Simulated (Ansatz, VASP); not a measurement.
## One calculation of ZnS, two programs

POSCAR

```
ZnS
1.0
    0.0000000000      2.7749084075      2.5957808112
    2.7749084075      0.0000000000      2.5957808112
    2.7749084075      2.7749084075      0.0000000000
Zn S
1 1
Direct
    0.0000000000      0.0000000000      0.0000000000
    0.2500000000      0.2500000000      0.2500000000
```

The input INCAR.step1:

```
PREC = Accurate ; ENCUT = 520
ISMEAR = 0 ; SIGMA = 0.01
LREAL = F ; LASPH = T
NELM = 100 ; NBANDS = 16
GGA = PE ; ALGO = Normal
EDIFF = 1E-4 ; LWAVE = T
LCHARG = F
```

File INCAR.step2:

```
PREC = Accurate ; ENCUT = 520
EDIFF = 1E-7 ; ISMEAR = 0
SIGMA = 0.01 ; LREAL = F
LASPH = T ; NELM = 100
ALGO = Normal ; ISIF = 2
LWAVE = F ; LCHARG = T
METAGGA = R2SCAN ; LMIXTAU = T
LELF = T ; LVHAR = T
NBANDS = 16 ; ISTART = 1
```

File KPOINTS:

```
Automatic mesh
0
Gamma
  8 8 8
```

Input for Ansatz:

```yaml
crystal:
  lattice:
    - [0.0, 2.7749084075, 2.5957808112]
    - [2.7749084075, 0.0, 2.5957808112]
    - [2.7749084075, 2.7749084075, 0.0]
  atoms:
    - { symbol: Zn, position: [0.0, 0.0, 0.0] }
    - { symbol: S, position: [0.25, 0.25, 0.25] }
kpoints:
  mp_grid: { grid: [8, 8, 8] }
  band_path:
    path:
      - [0.0, 0.0, 0.0]
      - [-0.5, -0.5, 0.0]
      - [-0.375, -0.375, 0.25]
      - [-0.375, 0.0, 0.375]
      - [0.0, 0.0, 0.5]
      - [-0.5, -0.25, 0.25]
    npoints: 1
hamiltonian:
  xc: r2scan
scf:
  occupations: { method: fixed }
  n_extra_bands: 4
output:
  forces: true
  stress: true
  eigenvalues: true
```

Change from the starting cell: epitaxial_xy strain +3.0%.

Alike in both runs: task single point; functional r2SCAN; k mesh 8 × 8 × 8; no spin polarisation.

```csv
,VASP,Ansatz
version,VASP 6.6.1,Ansatz 0.2.0
potentials or method,"VASP PAW PBE potentials, release 64 (Zn, S)","plane waves, PAW"
plane-wave cutoff (eV),520,500
occupations,"gaussian, width 0.01 eV",fixed
valence electrons in the cell,18,18
```

|  | VASP | Ansatz | Ansatz less VASP |
| --- | --- | --- | --- |
| gap on the k mesh at the Fermi level (eV) | 2.46 | 2.45 | -0.010 |
| pressure (GPa) | -1.7 | -1.7 | -0.03 |
| traceless stress, the component that is largest in VASP (GPa) | 1.77 | 1.72 | -0.045 |

VASP's potentials were made for PBE, not for r2SCAN.
